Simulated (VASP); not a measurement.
# CdO2 (P-3m1) in VASP: a series of runs

The runs below take CdO2 through single point, with PBEsol.

All numbers are computed with VASP 6.6.1; they aren't measurements. Logs are shortened: lines on timing, memory, paths and dates and some standing lists are left out, and cuts for length are marked.

## (1) The cell of the first run

It takes space group P-3m1 (No. 164, trigonal). The conventional cell has a = 3.476 Å, b = 3.476 Å, c = 4.148 Å, α = 90.00°, β = 90.00°, γ = 120.00°. Within 3.0 Å of Cd (site symmetry -3m) lie 6 O at 2.25 Å. O (site symmetry 3m) has 3 Cd at 2.25 Å and 6 O at 2.85 to 2.92 Å within 3.0 Å.

## (2) Single point, PBEsol

Contents of INCAR:

```
SYSTEM = CdO2
PREC = Accurate
ENCUT = 700
EDIFF = 1E-6
ISMEAR = -1
SIGMA = 0.1
LREAL = .False.
LASPH = .True.
NELM = 120
ALGO = Normal
ISIF = 2
LWAVE = .False.
LCHARG = .False.
GGA = PS
NBANDS = 23
GGA_COMPAT = .False.
```

Contents of KPOINTS:

```
Automatic mesh
0
Gamma
  3 3 2
  0 0 0
```

Contents of POSCAR:

```
CdO2
1.0
    3.4762295800      0.0000000000      0.0000000000
   -1.7381147900      3.0105031257      0.0000000000
    0.0000000000      0.0000000000      4.1480760000
Cd O
1 2
Direct
    0.0000000000      0.0000000000      0.0000000000
    0.6666666667      0.3333333333      0.7557810000
    0.3333333333      0.6666666667      0.2442190000
```

Potentials or basis: VASP PAW PBE potentials, release 64 (Cd_sv_GW, O).

Run with:

```
> cat potpaw_PBE.64/Cd_sv_GW/POTCAR potpaw_PBE.64/O/POTCAR > POTCAR
> mpirun -np 1 vasp_std > vasp.out
```

OUTCAR:

```text
SYSTEM = CdO2
   PREC = Accurate
   ENCUT = 700
   EDIFF = 1E-6
   ISMEAR = -1
   LREAL = .False.
   LASPH = .True.
   NELM = 120
   ISIF = 2
   GGA = PS

 ion  position               nearest neighbor table
   1  0.000  0.000  0.000-   2 2.25   3 2.25   2 2.25   3 2.25   2 2.25   3 2.25
   2  0.667  0.333  0.756-   1 2.25   1 2.25   1 2.25
   3  0.333  0.667  0.244-   1 2.25   1 2.25   1 2.25

  LATTYP: Found a hexagonal cell.
 ALAT       =     3.4762295800
 C/A-ratio  =     1.1932687139

  Lattice vectors:

 A1 = (   3.4762295800,   0.0000000000,   0.0000000000)
 A2 = (  -1.7381147900,   3.0105031257,   0.0000000000)
 A3 = (   0.0000000000,   0.0000000000,   4.1480760000)

Analysis of symmetry for initial positions (statically):
=====================================================================
 Subroutine PRICEL returns:
 Original cell was already a primitive cell.

 Routine SETGRP: Setting up the symmetry group for a
 hexagonal supercell.

 Subroutine GETGRP returns: Found 12 space group operations
 (whereof 12 operations were pure point group operations)
 out of a pool of 24 trial point group operations.

The static configuration has the point symmetry D_3d.

Analysis of symmetry for dynamics (positions and initial velocities):
=====================================================================
 Subroutine PRICEL returns:
 Original cell was already a primitive cell.

 Routine SETGRP: Setting up the symmetry group for a
 hexagonal supercell.

 Subroutine GETGRP returns: Found 12 space group operations
 (whereof 12 operations were pure point group operations)
 out of a pool of 24 trial point group operations.

The dynamic configuration has the point symmetry D_3d.

 Subroutine INISYM returns: Found 12 space group operations
 (whereof 12 operations are pure point group operations),
 and found     1 'primitive' translations

----------------------------------------------------------------------------------------

                                     Primitive cell

  volume of cell :      43.4104

  direct lattice vectors                    reciprocal lattice vectors
     3.476229580  0.000000000  0.000000000     0.287667997  0.166085195  0.000000000
    -1.738114790  3.010503126  0.000000000     0.000000000  0.332170391  0.000000000
     0.000000000  0.000000000  4.148076000     0.000000000  0.000000000  0.241075622

  length of vectors
     3.476229580  3.476229580  4.148076000     0.332170391  0.332170391  0.241075622

  position of ions in fractional coordinates (direct lattice)
     0.000000000  0.000000000  0.000000000
     0.666666667  0.333333333  0.755781000
     0.333333333  0.666666667  0.244219000

  ion indices of the primitive-cell ions
   primitive index   ion index
                 1           1
                 2           2
                 3           3

----------------------------------------------------------------------------------------

 KPOINTS: Automatic mesh

Automatic generation of k-mesh.
 Grid dimensions read from file:
 generate k-points for:    3    3    2

 Generating k-lattice:

  Cartesian coordinates                     Fractional coordinates (reciprocal lattice)
     0.095889332  0.055361732  0.000000000     0.333333333  0.000000000  0.000000000
     0.000000000  0.110723464  0.000000000     0.000000000  0.333333333  0.000000000
     0.000000000  0.000000000  0.120537811     0.000000000  0.000000000  0.500000000

  Length of vectors
     0.110723464  0.110723464  0.120537811

  Shift w.r.t. Gamma in fractional coordinates (k-lattice)
     0.000000000  0.000000000  0.000000000

 Subroutine IBZKPT returns following result:
 ===========================================

 Found      6 irreducible k-points:

 Following reciprocal coordinates:
            Coordinates               Weight
  0.000000  0.000000  0.000000      1.000000
  0.333333 -0.000000  0.000000      6.000000
  0.333333  0.333333  0.000000      2.000000
  0.000000  0.000000  0.500000      1.000000
  0.333333 -0.000000  0.500000      6.000000
  0.333333  0.333333  0.500000      2.000000
   k-points           NKPTS =      6   k-points in BZ     NKDIM =      6   number of bands    NBANDS=     23
   number of dos      NEDOS =    301   number of ions     NIONS =      3
   total plane-waves  NPLWV =  32400
   dimension x,y,z NGX =    30 NGY =   30 NGZ =   36
   dimension x,y,z NGXF=    60 NGYF=   60 NGZF=   72
   ions per type =               1   2
   NGX,Y,Z   is equivalent  to a cutoff of  14.35, 14.35, 14.43 a.u.
   NGXF,Y,Z  is equivalent  to a cutoff of  28.69, 28.69, 28.86 a.u.
 SYSTEM =  CdO2
   PREC   = accura    normal or accurate (medium, high low for compatibility)
   ISTART =      0    job   : 0-new  1-cont  2-samecut
   ICHARG =      2    charge: 1-file 2-atom 10-const
   ISPIN  =      1    spin polarized calculation?
   LNONCOLLINEAR =      F non collinear calculations
   LSORBIT =      F    spin-orbit coupling
   LASPH  =      T    aspherical Exc in radial PAW
   ENCUT  =  700.0 eV  51.45 Ry    7.17 a.u.   7.50  7.50  8.95*2*pi/ulx,y,z
   NELM   =    120;   NELMIN=  2; NELMDL= -5     # of ELM steps
   EDIFF  = 0.1E-05   stopping-criterion for ELM
   LREAL  =      F    real-space projection
   EDIFFG = 0.1E-04   stopping-criterion for IOM
   NSW    =      0    number of steps for IOM
[... 5 lines left out ...]
   TEBEG  =    0.0;   TEEND  =   0.0 temperature during run
   PSTRESS=    0.0 pullay stress
   NELECT =      32.0000    total number of electrons
   NUPDOWN=      -1.0000    fix difference up-down
   EMIN   =  10.00;   EMAX   =-10.00  energy-range for DOS
   EFERMI =   0.00;   METHOD = LEGACY
   ISMEAR =    -1;   SIGMA  =   0.10  broadening in eV -4-tet -1-fermi 0-gaus
   EFERMI_NEDOS =   21; number of points for ismear=-14 and -15
   IALGO  =     38    algorithm
   IMIX   =      4    mixing-type and parameters
     AMIX     =   0.40;   BMIX     =  1.00
     AMIX_MAG =   1.60;   BMIX_MAG =  1.00
  volume/ion in A,a.u.               =      14.47        97.65
  Fermi-wavevector in a.u.,A,eV,Ry     =   1.478859  2.794638 29.756264  2.187024
  Thomas-Fermi vector in A             =   2.593088
   LORBIT       =      0    0 simple, 1 ext, 2 COOP (PROOUT), +10 PAW based schemes
   GGA     = PS    functional components
   LHFCALC =     F    Hartree Fock is set to
   AEXX    =    0.0000 exact exchange contribution
   IVDW    =     0    specifies the selected vdW correction
   LEPSILON=     F    determine dielectric tensor
   LRPA    =     F    only Hartree local field effects (RPA)
 non-spin polarized calculation
  energy-cutoff  :      700.00
  volume of cell :       43.41
 maximum number of plane-waves:      1847
 NGX is ok and might be reduce to    30
   NGX = 15   NGY = 15   NGZ = 17

 number of electron      31.9999997 magnetization

 Free energy of the ion-electron system (eV)
  ---------------------------------------------------
  ext. energy  EPLUGINS =         0.00000000
  ---------------------------------------------------
  free energy    TOTEN  =       -11.51484368 eV

  energy without entropy =      -11.35951337  energy(sigma->0) =      -11.43717853

 E-fermi :   1.0983     XC(G=0): -10.5445

 val. band max:        1.0323649134   @ k =   0.0000   0.0000   0.0000
 cond. band min:       1.1023819846   @ k =   0.3333  -0.0000   0.0000
 fundamental gap:      0.0700170712
 Fermi energy:         1.0983488110

 k-point     1 :       0.0000    0.0000    0.0000
  band No.  band energies     occupation
      1     -99.3691      2.00000
      2     -60.4448      2.00000
      3     -60.4400      2.00000
      4     -60.4400      2.00000
      5     -15.9890      2.00000
      6     -14.5531      2.00000
[... 15 lines left out ...]
     22      15.6294      0.00000
     23      19.3293      0.00000

 k-point     2 :       0.3333   -0.0000    0.0000
  band No.  band energies     occupation
      1     -99.3688      2.00000
      2     -60.4453      2.00000
      3     -60.4442      2.00000
      4     -60.4414      2.00000
      5     -15.4933      2.00000
      6     -14.8772      2.00000
[... 15 lines left out ...]
     22      15.3547      0.00000
     23      15.5763      0.00000

 k-point     3 :       0.3333    0.3333    0.0000
  band No.  band energies     occupation
      1     -99.3687      2.00000
      2     -60.4450      2.00000
      3     -60.4450      2.00000
      4     -60.4439      2.00000
      5     -15.1225      2.00000
      6     -15.1225      2.00000
[... 15 lines left out ...]
     22      14.4653      0.00000
     23      17.4766      0.00000

 k-point     4 :       0.0000    0.0000    0.5000
  band No.  band energies     occupation
      1     -99.3690      2.00000
      2     -60.4450      2.00000
      3     -60.4400      2.00000
      4     -60.4400      2.00000
      5     -15.6137      2.00000
      6     -14.9933      2.00000
[... 15 lines left out ...]
     22      17.2630      0.00000
     23      18.4324      0.00000

 k-point     5 :       0.3333   -0.0000    0.5000
  band No.  band energies     occupation
      1     -99.3688      2.00000
      2     -60.4453      2.00000
      3     -60.4444      2.00000
      4     -60.4414      2.00000
      5     -15.2688      2.00000
      6     -15.0783      2.00000
[... 15 lines left out ...]
     22      15.4674      0.00000
     23      18.8204      0.00000

 k-point     6 :       0.3333    0.3333    0.5000
  band No.  band energies     occupation
      1     -99.3687      2.00000
      2     -60.4450      2.00000
      3     -60.4450      2.00000
      4     -60.4441      2.00000
      5     -15.1059      2.00000
      6     -15.1059      2.00000
[... 15 lines left out ...]
     22      15.1912      0.00000
     23      15.1912      0.00000

------------------------ aborting loop because EDIFF is reached ----------------------------------------

  FORCE on cell =-STRESS in cart. coord.  units (eV):
  Direction    XX          YY          ZZ          XY          YZ          ZX
  --------------------------------------------------------------------------------------
  -------------------------------------------------------------------------------------
  Total       -3.2352908     -3.2352908     -2.3141360     -0.0000000      0.0000000      0.0000000
  in kB     -119.4069657   -119.4069657    -85.4093126     -0.0000000      0.0000000      0.0000000
  external PRESSURE =    -108.0744147 kB  Pullay stress =       0.0000000 kB

 VOLUME and BASIS-vectors are now :
 -----------------------------------------------------------------------------
  energy-cutoff  :      700.00
  volume of cell :       43.41
      direct lattice vectors                 reciprocal lattice vectors
     3.476229580  0.000000000  0.000000000     0.287667997  0.166085195  0.000000000
    -1.738114790  3.010503126  0.000000000     0.000000000  0.332170391  0.000000000
     0.000000000  0.000000000  4.148076000     0.000000000  0.000000000  0.241075622

 POSITION                                       TOTAL-FORCE (eV/Angst)
 -----------------------------------------------------------------------------------
      0.00000      0.00000      0.00000         0.000000      0.000000      0.000000
      1.73811      1.00350      3.13504         0.000000     -0.000000      0.382472
     -0.00000      2.00700      1.01304        -0.000000      0.000000     -0.382472
 -----------------------------------------------------------------------------------
    total drift:                                0.000000      0.000000      0.000000

  FREE ENERGIE OF THE ION-ELECTRON SYSTEM (eV)
  ---------------------------------------------------
  free  energy   TOTEN  =       -11.5148436787 eV

  energy  without entropy=      -11.3595133745  energy(sigma->0) =      -11.43717853
```

Wall time 19 s (1 thread of Intel Xeon Platinum 8259CL at 2.50GHz (Skylake/Cascade Lake), shared host); peak memory 0.18 GiB.

Results:

```yaml
Free_energy: -11.5148 eV
Pressure: -10.8 GPa
Largest_force: 0.382 eV/Å
Band_gap_on_the_k_mesh: zero (bands 16 and 17 overlap by 0.95 eV)
```

Forces in eV/Å, atoms in the order of the input:
```
Cd   0.000  0.000  0.000
O    0.000  0.000  0.382
O    0.000  0.000 -0.382
```

Caveat: the k points lie up to 0.76 Å⁻¹ apart, too coarse for converged energies and pressures of a metal; the PAW data sets were made with another functional, which shifts forces and pressure a little.

## (3) Single point, PBEsol

Contents of INCAR:

```
PREC = Accurate
ENCUT = 700
EDIFF = 1E-6
ISMEAR = -1
SIGMA = 0.1
LREAL = False
LASPH = True
NELM = 120
ALGO = Normal
ISIF = 2
LWAVE = False
LCHARG = False
GGA = PS
NBANDS = 23
GGA_COMPAT = False
```

Contents of KPOINTS:

```
regular mesh
0
Gamma
  5 5 4
```

POSCAR is that of step 2.

Potentials or basis: VASP PAW PBE potentials, release 64 (Cd_sv_GW, O).

Run with:

```
> cat potpaw_PBE.64/Cd_sv_GW/POTCAR potpaw_PBE.64/O/POTCAR > POTCAR
> mpirun -np 1 vasp_std > vasp.out
```

Run time: 17 s. Hardware: 1 thread of Intel Xeon 6975P-C (Granite Rapids), shared host; peak memory 0.2 GiB.

The run converged. Its results:

* Free energy: -11.5010 eV
* Pressure: -10.5 GPa
* Largest force: 0.316 eV/Å
* Band gap on the k mesh: zero (bands 16 and 17 overlap by 0.48 eV)

Forces on the atoms (eV/Å):
```
Cd   0.000  0.000  0.000
O    0.000  0.000  0.316
O    0.000  0.000 -0.316
```

Stress tensor (GPa, compression positive):
```
-11.34   0.00   0.00
  0.00 -11.34   0.00
  0.00   0.00  -8.87
```

Levels at points of the mesh, in eV from the Fermi level:
| k point | band 14 | band 15 | band 16 | band 17 | band 18 | band 19 |
| --- | --- | --- | --- | --- | --- | --- |
| (0.00, 0.00, 0.00) | -0.94 | -0.05 | -0.05 | 0.04 | 3.22 | 8.37 |
| (0.00, 0.00, 0.50) | -1.16 | -1.16 | 0.22 | 0.22 | 5.46 | 6.78 |

Caveat: the k points lie up to 0.42 Å⁻¹ apart; semilocal functionals underestimate gaps, and a narrow one can read as zero; the PAW data sets were made with another functional, which shifts forces and pressure a little.

## (4) Single point, PBEsol

Contents of INCAR:

```
PREC     = Accurate       # precision mode
ENCUT    = 700            # plane-wave cutoff, eV
EDIFF    = 1E-6           # SCF threshold, eV
ISMEAR   = -1             # smearing method
SIGMA    = 0.1            # smearing width, eV
LREAL    = False          # projectors in reciprocal space
LASPH    = True           # aspherical terms in the spheres
NELM     = 120            # most SCF steps
ALGO     = Normal         # electronic algorithm
ISIF     = 2              # what is computed and relaxed
LWAVE    = False          # write WAVECAR
LCHARG   = False          # write CHGCAR
GGA      = PS             # functional
NBANDS   = 23             # bands
GGA_COMPAT= False
```

Contents of KPOINTS:

```
regular mesh
0
Gamma
  6 6 4
```

POSCAR is that of step 3.

Run with:

```
> cat potpaw_PBE.64/Cd_sv_GW/POTCAR potpaw_PBE.64/O/POTCAR > POTCAR
> mpirun -np 1 vasp_std > vasp.out
```

Wall time 18 s (1 thread of AMD EPYC 9R45 (Zen 5), shared host); peak memory 0.18 GiB.

The run converged. Its results:

```yaml
Free_energy: -11.4927 eV
Pressure: -10.3 GPa
Largest_force: 0.324 eV/Å
Band_gap_on_the_k_mesh: zero (bands 16 and 17 overlap by 0.95 eV)
```

Forces on the atoms (eV/Å):
```
Cd   0.000  0.000  0.000
O    0.000  0.000  0.324
O    0.000  0.000 -0.324
```

Stress tensor (GPa, compression positive):
```
-11.09   0.00   0.00
  0.00 -11.09   0.00
  0.00   0.00  -8.82
```

Levels at points of the mesh, in eV from the Fermi level:
```csv
k point,band 14,band 15,band 16,band 17,band 18,band 19
"(0.00, 0.00, 0.00)",-0.94,-0.04,-0.04,0.04,3.22,8.37
"(0.50, 0.00, 0.00)",-2.27,-1.53,-0.16,0.39,7.19,8.91
"(0.00, 0.00, 0.50)",-1.16,-1.16,0.23,0.23,5.46,6.78
"(0.50, 0.00, 0.50)",-1.86,-0.59,-0.11,-0.07,7.40,8.22
```

Caveat: the k points lie up to 0.38 Å⁻¹ apart, too coarse for converged energies and pressures of a metal; the PAW data sets were made with another functional, which shifts forces and pressure a little.

## (5) Overview

| k mesh | gap on the mesh (eV) | pressure (GPa) | largest force (eV/Å) |
| --- | --- | --- | --- |
| 3 × 3 × 2 | none | -10.8 | 0.38 |
| 5 × 5 × 4 | none | -10.5 | 0.32 |
| 6 × 6 × 4 | none | -10.3 | 0.32 |

Alike in all rows: task single point; level PBEsol; potentials or basis VASP PAW PBE potentials, release 64 (Cd_sv_GW, O); no spin polarisation; cell as given; cutoff (eV) 700; smearing fermi-dirac 0.1 eV.

Caveats: all runs use coarse meshes; the PAW data sets were made with another functional, which shifts forces and pressure a little; semilocal functionals underestimate gaps, and a narrow one can read as zero (at least some runs).

Absolute energies hang on the potentials; compare differences alone.

The gap in the log of VASP goes by the Fermi energy; the results here count the filled bands.